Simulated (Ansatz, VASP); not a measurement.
# Two plane-wave programs on ReCl

```xyz
4
Lattice="2.7958 0.0000 0.0000 -1.3979 2.4212 0.0000 0.0000 0.0000 13.9968" Properties=species:S:1:pos:R:3 pbc="T T T"
Re    0.0000    1.6142    1.5928
Re    1.3979    0.8071    8.5912
Cl    0.0000    1.6142    3.7554
Cl    1.3979    0.8071   10.7538
```

Alike in both runs: functional PBE; k mesh 18 × 18 × 6; occupations gaussian, width 0.1 eV; no spin polarisation.

Ansatz relaxed the structure, and its values are those at the end. VASP's run is a single point on that final structure, the one shown.

|  | VASP | Ansatz |
| --- | --- | --- |
| version | VASP 6.6.1 | Ansatz 0.2.0 |
| potentials or method | VASP PAW PBE potentials, release 64 (Re, Cl), cutoff 520 eV | scalar-relativistic, plane waves, PAW |
| valence electrons in the cell | 28 | 44 |

|  | VASP | Ansatz | Ansatz less VASP |
| --- | --- | --- | --- |
| gap on the k mesh at the Fermi level (eV) | none | none | - |
| pressure (GPa) | 0.0 | 0.0 | -0.05 |
| rms of the force components (eV/Å) | 0.076 | 0.000 | -0.0753 |

A gap of «none» marks a metal or a gap that the smearing closes. The functional is the same, so the differences come from potentials, cutoffs and numerics. VASP's potentials hold 28 valence electrons a cell and Ansatz's 44, so a difference there can come from the potentials and not from the codes.

Spin-orbit coupling is off throughout.
